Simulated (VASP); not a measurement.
HgPt, 2 atoms in the cell. It takes space group P4/mmm (No. 123, tetragonal). The conventional cell has a = 2.926 Å, b = 2.926 Å, c = 3.710 Å, α = 90.00°, β = 90.00°, γ = 90.00°. Hg (site symmetry 4/mmm) has 8 Pt at 2.78 Å and 6 Hg at 2.93 to 3.71 Å within 3.8 Å. Within 3.8 Å of Pt (site symmetry 4/mmm) lie 8 Hg at 2.78 Å and 6 Pt at 2.93 to 3.71 Å.  This cell differs from its parent crystal: strain -0.015 along x and y, -0.030 along z.

```yaml
Program: VASP 6.6.1
Task: single point
Functional: r2SCAN
Potentials_or_basis: VASP PAW PBE potentials, release 64 (Hg, Pt)
Cutoff: 520 eV
k_mesh: 16 × 16 × 12
Occupations: gaussian, width 0.15 eV
Spin: no spin polarisation
Dipole_correction: no
Further_INCAR_settings: ALGO = Normal; EDIFF = 1e-06; NBANDS = 18
```

Potentials or basis: VASP PAW PBE potentials, release 64 (Hg, Pt).

Launch:

```sh
$ cat potpaw_PBE.64/Hg/POTCAR potpaw_PBE.64/Pt/POTCAR > POTCAR
$ cp INCAR.step1 INCAR
$ mpirun -np 1 vasp_std > vasp.out
$ cp INCAR.step2 INCAR
$ mpirun -np 1 vasp_std > vasp.out
```

Hardware: 1 thread of Intel(R) Xeon(R) 6975P-C (Granite Rapids), with other jobs on the host.

Problem. How long does it take, and how much memory?

Solution. Run time: 2.7 min on 1 thread of Intel(R) Xeon(R) 6975P-C (Granite Rapids), on a shared host, peak memory 0.3 GiB. Counts: k points 315.
